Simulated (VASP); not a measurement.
A run of VASP 6.6.1 is set up as follows.

Contents of INCAR:

```
SYSTEM = CO2
PREC = Accurate ; ENCUT = 520
EDIFF = 1E-7 ; ISMEAR = 0
SIGMA = 0.02 ; LREAL = .FALSE.
LASPH = .TRUE. ; NELM = 100
ALGO = Normal ; ISIF = 2
LWAVE = .FALSE. ; LCHARG = .FALSE.
GGA = PS ; NBANDS = 25
```

KPOINTS

```
Automatic mesh
0
G
  8 8 8
  0 0 0
```

File POSCAR:

```
CO2
1.0
   -1.9590342456      1.9590342456      2.9680908998
    1.9590342456     -1.9590342456      2.9680908998
    1.9590342456      1.9590342456     -2.9680908998
C O
2 4
Direct
    0.0000000000      0.0000000000      0.0000000000
    0.7500000000      0.2500000000      0.5000000000
    0.3750000000      0.2922634793      0.4172634793
    0.7077365207      0.1250000000      0.0827365207
    0.8750000000      0.9577365207      0.5827365207
    0.0422634793      0.6250000000      0.9172634793
```

Potentials or basis: VASP PAW PBE potentials, release 64 (C, O).

Launch:

```bash
$ cat potpaw_PBE.64/C/POTCAR potpaw_PBE.64/O/POTCAR > POTCAR
$ mpirun -np 1 vasp_std > vasp.out
```

**Question.** Predict the largest force.

**Answer.** 0.098 eV/Å.

**Question.** Predict the pressure.

**Answer.** 1.7 GPa.

Forces on the atoms (eV/Å):
```
C    0.000  0.000  0.000
C    0.000  0.000  0.000
O    0.098  0.000  0.000
O    0.000 -0.098  0.000
O   -0.098  0.000  0.000
O    0.000  0.098  0.000
```

Caveat: the PAW data sets were made with another functional, which shifts forces and pressure a little.
